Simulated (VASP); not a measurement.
SiO2, 24 atoms in the cell. The structure is tetragonal, space group I-42d (No. 122). Conventional cell: a = 5.026 Å, b = 5.026 Å, c = 7.372 Å, α = 90.00°, β = 90.00°, γ = 90.00°. Si (site symmetry -4) has 4 O at 1.63 Å within 2.2 Å. O (site symmetry 2) has 2 Si at 1.63 Å within 2.2 Å. 

* Program: VASP 6.6.1
* Task: single point
* Functional: PBE
* Potentials or basis: VASP PAW PBE potentials, release 64 (Si, O)
* Cutoff: 520 eV
* k mesh: 2 × 2 × 2, shifted
* Occupations: gaussian, width 0.01 eV
* Spin: no spin polarisation
* Dipole correction: no
* Further INCAR settings: LREAL = Auto; ALGO = Normal; EDIFF = 1e-06; NBANDS = 82

Potentials or basis: VASP PAW PBE potentials, release 64 (Si, O).

Launch:

```console
$ cat potpaw_PBE.64/Si/POTCAR potpaw_PBE.64/O/POTCAR > POTCAR
$ mpirun -np 1 vasp_std > vasp.out
```

Hardware: 1 thread of AMD EPYC 7R13 Processor (Zen 3), on a shared host.

Question: How long does it take, and how much memory?

Answer: It took 46 s on 1 thread of AMD EPYC 7R13 Processor (Zen 3), with other jobs on the host, peak memory 0.33 GiB. Counts: scf iterations 14, k points 1.
